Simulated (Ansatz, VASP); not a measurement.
One calculation of Si, two programs

Contents of INCAR:

```
PREC = Accurate
ENCUT = 520
EDIFF = 1E-6
ISMEAR = 0
SIGMA = 0.03
LREAL = F
LASPH = T
NELM = 60
ALGO = Normal
ISIF = 2
LWAVE = F
LCHARG = F
NBANDS = 16
```

The input KPOINTS:

```
Automatic mesh
0
Gamma
  10 10 10
```

Contents of POSCAR:

```
Si
1.0
   -3.2022337019      3.2022337019      1.9083649472
    3.2022337019     -3.2022337019      1.9083649472
    3.2022337019      3.2022337019     -1.9083649472
Si
4
Direct
    0.1788433299      0.1788433299      0.3576866598
    0.8211566701      0.8211566701      0.6423133402
    0.1788433299      0.8211566701      0.0000000000
    0.8211566701      0.1788433299      0.0000000000
```

Input for Ansatz:

```yaml
crystal:
  lattice:
    - [-3.2022337019, 3.2022337019, 1.9083649472]
    - [3.2022337019, -3.2022337019, 1.9083649472]
    - [3.2022337019, 3.2022337019, -1.9083649472]
  atoms:
    - { symbol: Si, position: [0.1788433299, 0.1788433299, 0.3576866598] }
    - { symbol: Si, position: [0.8211566701, 0.8211566701, 0.6423133402] }
    - { symbol: Si, position: [0.1788433299, 0.8211566701, 0.0] }
    - { symbol: Si, position: [0.8211566701, 0.1788433299, 0.0] }
basis:
  ecutwfc: 420
kpoints:
  mp_grid: { grid: [10, 10, 10] }
hamiltonian:
  xc: lda
scf:
  occupations: { method: gaussian, width: 0.03 }
output:
  forces: true
  stress: true
  eigenvalues: true
```

Change from the starting cell: strain -0.030 along x and y, +0.000 along z, atoms carried along.

Alike in both runs: task single point; functional LDA; k mesh 10 × 10 × 10; occupations gaussian, width 0.03 eV; no spin polarisation.

|  | VASP | Ansatz |
| --- | --- | --- |
| version | VASP 6.6.1 | Ansatz 0.2.0 |
| potentials or method | VASP PAW LDA potentials, release 64 (Si), cutoff 520 eV | scalar-relativistic, plane waves, PAW |
| valence electrons in the cell | 16 | 16 |

```csv
,VASP,Ansatz,Ansatz less VASP
gap on the k mesh at the Fermi level (eV),none,none,-
pressure (GPa),6.2,6.1,-0.06
"traceless stress, the component that is largest in VASP (GPa)",-3.96,-3.93,+0.029
rms of the force components (eV/Å),0.324,0.322,-0.0027
```

LDA's correlation is that of Perdew and Zunger in VASP and of Perdew and Wang (1992) in Ansatz. Atom by atom the forces differ by 0.003 eV/Å (rms over components). A gap of «none» marks a metal or a gap that the smearing closes.
